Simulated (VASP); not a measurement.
# Te2Mo (P-3m1) in VASP: single point with PBE

Aim: the single point of Te2Mo with PBE.

All numbers are computed with VASP 6.6.1; they aren't measurements. Logs are shortened: lines on timing, memory, paths and dates and some standing lists are left out, and cuts for length are marked.

**1. The cell of the first run**

The structure is trigonal, space group P-3m1 (No. 164). The conventional cell has a = 3.519 Å, b = 3.519 Å, c = 7.214 Å, α = 90.00°, β = 90.00°, γ = 120.00°. Within 3.6 Å of Mo (site symmetry -3m) lie 6 Te at 2.73 Å and 6 Mo at 3.52 Å. Within 3.6 Å of Te (site symmetry 3m) lie 3 Mo at 2.73 Å and 6 Te at 3.52 Å.

**2. Single point, PBE**

INCAR

```
SYSTEM = Te2Mo
PREC = Accurate
ENCUT = 520
EDIFF = 1E-6
ISMEAR = -1
SIGMA = 0.02
LREAL = .False.
LASPH = .True.
NELM = 100
ALGO = Normal
ISIF = 2
LWAVE = .False.
LCHARG = .False.
GGA = PE
NBANDS = 20
```

KPOINTS

```
Automatic mesh
0
Gamma
  6 6 4
  0 0 0
```

POSCAR

```
Te2Mo
1.0
    3.5194545161      0.0000000000      0.0000000000
   -1.7597272580      3.0479370184      0.0000000000
    0.0000000000      0.0000000000      7.2144528824
Mo Te
1 2
Direct
    0.0000000000      0.0000000000      0.0000000000
    0.3333333333      0.6666666667      0.2534156080
    0.6666666667      0.3333333333      0.7465843920
```

Potentials or basis: VASP PAW PBE potentials, release 64 (Mo_sv, Te).

Command:

```bash
cat potpaw_PBE.64/Mo_sv/POTCAR potpaw_PBE.64/Te/POTCAR > POTCAR
mpirun -np 1 vasp_std > vasp.out
```

OUTCAR:

```text
SYSTEM = Te2Mo
   PREC = Accurate
   ENCUT = 520
   EDIFF = 1E-6
   ISMEAR = -1
   LREAL = .False.
   LASPH = .True.
   NELM = 100
   ISIF = 2
   GGA = PE

 ion  position               nearest neighbor table
   1  0.000  0.000  0.000-   2 2.73   3 2.73   2 2.73   3 2.73   3 2.73   2 2.73
   2  0.333  0.667  0.253-   1 2.73   1 2.73   1 2.73
   3  0.667  0.333  0.747-   1 2.73   1 2.73   1 2.73

  LATTYP: Found a hexagonal cell.
 ALAT       =     3.5194545161
 C/A-ratio  =     2.0498781415

  Lattice vectors:

 A1 = (   3.5194545161,   0.0000000000,   0.0000000000)
 A2 = (  -1.7597272580,   3.0479370184,   0.0000000000)
 A3 = (   0.0000000000,   0.0000000000,   7.2144528824)

Analysis of symmetry for initial positions (statically):
=====================================================================
 Subroutine PRICEL returns:
 Original cell was already a primitive cell.

 Routine SETGRP: Setting up the symmetry group for a
 hexagonal supercell.

 Subroutine GETGRP returns: Found 12 space group operations
 (whereof 12 operations were pure point group operations)
 out of a pool of 24 trial point group operations.

The static configuration has the point symmetry D_3d.

Analysis of symmetry for dynamics (positions and initial velocities):
=====================================================================
 Subroutine PRICEL returns:
 Original cell was already a primitive cell.

 Routine SETGRP: Setting up the symmetry group for a
 hexagonal supercell.

 Subroutine GETGRP returns: Found 12 space group operations
 (whereof 12 operations were pure point group operations)
 out of a pool of 24 trial point group operations.

The dynamic configuration has the point symmetry D_3d.

 Subroutine INISYM returns: Found 12 space group operations
 (whereof 12 operations are pure point group operations),
 and found     1 'primitive' translations

----------------------------------------------------------------------------------------

                                     Primitive cell

  volume of cell :      77.3900

  direct lattice vectors                    reciprocal lattice vectors
     3.519454516  0.000000000  0.000000000     0.284134941  0.164045384  0.000000000
    -1.759727258  3.047937018  0.000000000     0.000000000  0.328090769  0.000000000
     0.000000000  0.000000000  7.214452882     0.000000000  0.000000000  0.138610650

  length of vectors
     3.519454516  3.519454516  7.214452882     0.328090769  0.328090769  0.138610650

  position of ions in fractional coordinates (direct lattice)
     0.000000000  0.000000000  0.000000000
     0.333333333  0.666666667  0.253415608
     0.666666667  0.333333333  0.746584392

  ion indices of the primitive-cell ions
   primitive index   ion index
                 1           1
                 2           2
                 3           3

----------------------------------------------------------------------------------------

 KPOINTS: Automatic mesh

Automatic generation of k-mesh.
 Grid dimensions read from file:
 generate k-points for:    6    6    4

 Generating k-lattice:

  Cartesian coordinates                     Fractional coordinates (reciprocal lattice)
     0.047355823  0.027340897  0.000000000     0.166666667  0.000000000  0.000000000
     0.000000000  0.054681795  0.000000000     0.000000000  0.166666667  0.000000000
     0.000000000  0.000000000  0.034652662     0.000000000  0.000000000  0.250000000

  Length of vectors
     0.054681795  0.054681795  0.034652662

  Shift w.r.t. Gamma in fractional coordinates (k-lattice)
     0.000000000  0.000000000  0.000000000

 Subroutine IBZKPT returns following result:
 ===========================================

 Found     24 irreducible k-points:

 Following reciprocal coordinates:
            Coordinates               Weight
  0.000000  0.000000  0.000000      1.000000
  0.166667 -0.000000  0.000000      6.000000
  0.333333 -0.000000  0.000000      6.000000
  0.500000 -0.000000  0.000000      3.000000
  0.166667  0.166667  0.000000      6.000000
  0.333333  0.166667  0.000000     12.000000
[... 16 lines left out ...]
  0.333333  0.166667  0.500000     12.000000
  0.333333  0.333333  0.500000      2.000000
   k-points           NKPTS =     24   k-points in BZ     NKDIM =     24   number of bands    NBANDS=     20
   number of dos      NEDOS =    301   number of ions     NIONS =      3
   total plane-waves  NPLWV =  42336
   dimension x,y,z NGX =    28 NGY =   28 NGZ =   54
   dimension x,y,z NGXF=    56 NGYF=   56 NGZF=  108
   ions per type =               1   2
   NGX,Y,Z   is equivalent  to a cutoff of  13.23, 13.23, 12.44 a.u.
   NGXF,Y,Z  is equivalent  to a cutoff of  26.45, 26.45, 24.89 a.u.
 SYSTEM =  Te2Mo
   PREC   = accura    normal or accurate (medium, high low for compatibility)
   ISTART =      0    job   : 0-new  1-cont  2-samecut
   ICHARG =      2    charge: 1-file 2-atom 10-const
   ISPIN  =      1    spin polarized calculation?
   LNONCOLLINEAR =      F non collinear calculations
   LSORBIT =      F    spin-orbit coupling
   LASPH  =      T    aspherical Exc in radial PAW
   ENCUT  =  520.0 eV  38.22 Ry    6.18 a.u.   6.54  6.54 13.41*2*pi/ulx,y,z
   NELM   =    100;   NELMIN=  2; NELMDL= -5     # of ELM steps
   EDIFF  = 0.1E-05   stopping-criterion for ELM
   LREAL  =      F    real-space projection
   EDIFFG = 0.1E-04   stopping-criterion for IOM
   NSW    =      0    number of steps for IOM
   IBRION =     -1    ionic relax: 0-MD 1-quasi-New 2-CG
   NFREE  =      0    steps in history (QN), initial steepest desc. (CG)
   ISIF   =      2    stress and relaxation
   ISYM   =      2    0-nonsym 1-usesym 2-fastsym
   POTIM  = 0.5000    time-step for ionic-motion
   TEBEG  =    0.0;   TEEND  =   0.0 temperature during run
   PSTRESS=    0.0 pullay stress
   NELECT =      26.0000    total number of electrons
   NUPDOWN=      -1.0000    fix difference up-down
   EMIN   =  10.00;   EMAX   =-10.00  energy-range for DOS
   EFERMI =   0.00;   METHOD = LEGACY
   ISMEAR =    -1;   SIGMA  =   0.02  broadening in eV -4-tet -1-fermi 0-gaus
   EFERMI_NEDOS =   21; number of points for ismear=-14 and -15
   IALGO  =     38    algorithm
   IMIX   =      4    mixing-type and parameters
     AMIX     =   0.40;   BMIX     =  1.00
     AMIX_MAG =   1.60;   BMIX_MAG =  1.00
  volume/ion in A,a.u.               =      25.80       174.08
  Fermi-wavevector in a.u.,A,eV,Ry     =   1.138075  2.150651 17.622478  1.295216
  Thomas-Fermi vector in A             =   2.274780
   LORBIT       =      0    0 simple, 1 ext, 2 COOP (PROOUT), +10 PAW based schemes
   GGA     = PE    functional components
   LHFCALC =     F    Hartree Fock is set to
   AEXX    =    0.0000 exact exchange contribution
   IVDW    =     0    specifies the selected vdW correction
   LEPSILON=     F    determine dielectric tensor
   LRPA    =     F    only Hartree local field effects (RPA)
 non-spin polarized calculation
  energy-cutoff  :      520.00
  volume of cell :       77.39
 maximum number of plane-waves:      2138
 NGX is ok and might be reduce to    28
   NGX = 13   NGY = 13   NGZ = 27

 number of electron      25.9999998 magnetization

 Free energy of the ion-electron system (eV)
  ---------------------------------------------------
  ext. energy  EPLUGINS =         0.00000000
  ---------------------------------------------------
  free energy    TOTEN  =       -17.49654557 eV

  energy without entropy =      -17.49365750  energy(sigma->0) =      -17.49510153

 E-fermi :   8.3921     XC(G=0): -10.2561

 val. band max:        8.2028126845   @ k =   0.3333   0.3333   0.5000
 cond. band min:       8.4098298375   @ k =   0.1667   0.1667   0.5000
 fundamental gap:      0.2070171530
 Fermi energy:         8.3920847915

 k-point     1 :       0.0000    0.0000    0.0000
  band No.  band energies     occupation
      1     -53.0991      2.00000
      2     -27.2093      2.00000
      3     -27.1633      2.00000
      4     -27.1633      2.00000
      5      -5.1513      2.00000
      6      -4.0233      2.00000
[... 12 lines left out ...]
     19      14.0832      0.00000
     20      16.4858      0.00000

 k-point     2 :       0.1667   -0.0000    0.0000
  band No.  band energies     occupation
      1     -53.0967      2.00000
      2     -27.2024      2.00000
      3     -27.1952      2.00000
      4     -27.1708      2.00000
      5      -4.7547      2.00000
      6      -3.7861      2.00000
[... 12 lines left out ...]
     19      15.0298      0.00000
     20      16.0892      0.00000

 k-point     3 :       0.3333   -0.0000    0.0000
  band No.  band energies     occupation
      1     -53.0919      2.00000
      2     -27.2588      2.00000
      3     -27.1881      2.00000
      4     -27.1858      2.00000
      5      -3.7318      2.00000
      6      -3.2055      2.00000
[... 12 lines left out ...]
     19      13.8478      0.00000
     20      14.2355      0.00000

 k-point     4 :       0.5000   -0.0000    0.0000
  band No.  band energies     occupation
      1     -53.0895      2.00000
      2     -27.2903      2.00000
      3     -27.1932      2.00000
      4     -27.1811      2.00000
      5      -3.0367      2.00000
      6      -2.7567      2.00000
[... 12 lines left out ...]
     19      13.9434      0.00000
     20      14.4615      0.00000

 k-point     5 :       0.1667    0.1667    0.0000
  band No.  band energies     occupation
      1     -53.0931      2.00000
      2     -27.2369      2.00000
      3     -27.1925      2.00000
      4     -27.1874      2.00000
      5      -4.0325      2.00000
      6      -3.3730      2.00000
[... 12 lines left out ...]
     19      14.7416      0.00000
     20      15.2786      0.00000
[... 353 lines left out ...]
      6      -2.6358      2.00000
[... 12 lines left out ...]
     19      12.4370      0.00000
     20      13.1597      0.00000

 k-point    22 :       0.1667    0.1667    0.5000
  band No.  band energies     occupation
      1     -53.0931      2.00000
      2     -27.2369      2.00000
      3     -27.1925      2.00000
      4     -27.1874      2.00000
      5      -3.8123      2.00000
      6      -3.6386      2.00000
[... 12 lines left out ...]
     19      15.5733      0.00000
     20      15.7639      0.00000

 k-point    23 :       0.3333    0.1667    0.5000
  band No.  band energies     occupation
      1     -53.0895      2.00000
      2     -27.2739      2.00000
      3     -27.2098      2.00000
      4     -27.1811      2.00000
      5      -3.0552      2.00000
      6      -2.8010      2.00000
[... 12 lines left out ...]
     19      13.4808      0.00000
     20      15.5130      0.00000

 k-point    24 :       0.3333    0.3333    0.5000
  band No.  band energies     occupation
      1     -53.0883      2.00000
      2     -27.2516      2.00000
      3     -27.2516      2.00000
      4     -27.1777      2.00000
      5      -2.6213      2.00000
      6      -2.6213      2.00000
[... 12 lines left out ...]
     19      13.8530      0.00000
     20      13.9594      0.00000

------------------------ aborting loop because EDIFF is reached ----------------------------------------

  FORCE on cell =-STRESS in cart. coord.  units (eV):
  Direction    XX          YY          ZZ          XY          YZ          ZX
  --------------------------------------------------------------------------------------
  -------------------------------------------------------------------------------------
  Total        0.5756160      0.5756160      1.6189582      0.0000000      0.0000000      0.0000000
  in kB       11.9167742     11.9167742     33.5167160      0.0000000      0.0000000      0.0000000
  external PRESSURE =      19.1167548 kB  Pullay stress =       0.0000000 kB

 VOLUME and BASIS-vectors are now :
 -----------------------------------------------------------------------------
  energy-cutoff  :      520.00
  volume of cell :       77.39
      direct lattice vectors                 reciprocal lattice vectors
     3.519454516  0.000000000  0.000000000     0.284134941  0.164045384  0.000000000
    -1.759727258  3.047937018  0.000000000     0.000000000  0.328090769  0.000000000
     0.000000000  0.000000000  7.214452882     0.000000000  0.000000000  0.138610650

 POSITION                                       TOTAL-FORCE (eV/Angst)
 -----------------------------------------------------------------------------------
      0.00000      0.00000      0.00000         0.000000      0.000000      0.000000
     -0.00000      2.03196      1.82825         0.000000     -0.000000      0.254715
      1.75973      1.01598      5.38620        -0.000000      0.000000     -0.254715
 -----------------------------------------------------------------------------------
    total drift:                               -0.000000     -0.000000      0.000000

  FREE ENERGIE OF THE ION-ELECTRON SYSTEM (eV)
  ---------------------------------------------------
  free  energy   TOTEN  =       -17.4965455728 eV

  energy  without entropy=      -17.4936574951  energy(sigma->0) =      -17.49510153
```

It took 53 s on 1 thread of Intel Xeon 6975P-C, shared host; peak memory 0.21 GiB.

What came out:

```yaml
Free_energy: -17.4965 eV
Pressure: 1.9 GPa
Largest_force: 0.255 eV/Å
Band_gap_on_the_k_mesh: zero (band 13 reaches 8.71 eV, above the bottom of band 14 at 8.20 eV)
```

Forces on the atoms (eV/Å):
```
Mo   0.000  0.000  0.000
Te   0.000  0.000  0.255
Te   0.000  0.000 -0.255
```

Caveat: spin-orbit coupling is left out, which moves the levels of the heavy elements; this functional lacks dispersion, which binds the layers, so the pressure and a relaxed spacing across them are unreliable.
